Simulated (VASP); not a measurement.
Write the native input for VASP 6.6.1 that does the following.

| Quantity | Value |
| --- | --- |
| Task | single point |
| Functional | PBE |
| Potentials or basis | VASP PAW PBE potentials, release 64 (H, Mo_sv) |
| Cutoff | 520 eV |
| k mesh | 14 × 14 × 14 |
| Occupations | gaussian, width 0.1 eV |
| Spin | no spin polarisation |
| Dipole correction | no |
| Further INCAR settings | ALGO = Normal; EDIFF = 1e-07; NBANDS = 18 |

The structure of MoH5 lies in POSCAR:

```
MoH5
1.0
    0.0000000000      2.4393168423      2.4393168423
    2.4393168423      0.0000000000      2.4393168423
    2.4393168423      2.4393168423      0.0000000000
H Mo
5 1
Direct
    0.7500000000      0.7500000000      0.7500000000
    0.8821135549      0.3726288150      0.3726288150
    0.3726288150      0.3726288150      0.3726288150
    0.3726288150      0.8821135549      0.3726288150
    0.3726288150      0.3726288150      0.8821135549
    0.0000000000      0.0000000000      0.0000000000
```

The input as run:

INCAR

```
ALGO = Normal ; EDIFF = 1E-7
ENCUT = 520 ; GGA = PE
ISIF = 2 ; ISMEAR = 0
LASPH = True ; LCHARG = True
LELF = True ; LREAL = False
LVHAR = True ; LWAVE = False
NBANDS = 18 ; NELM = 80
PREC = Accurate ; SIGMA = 0.1
```

KPOINTS

```
k-points
0
Gamma
  14 14 14
```

Potentials or basis: VASP PAW PBE potentials, release 64 (H, Mo_sv).

The run is started by

```sh
$ cat potpaw_PBE.64/H/POTCAR potpaw_PBE.64/Mo_sv/POTCAR > POTCAR
$ mpirun -np 1 vasp_std > vasp.out
```

It gave:

The pressure is -0.1 GPa.

It took 24 s on 1 thread of Intel(R) Xeon(R) 6975P-C (Granite Rapids) (shared host), peak memory 0.19 GiB.
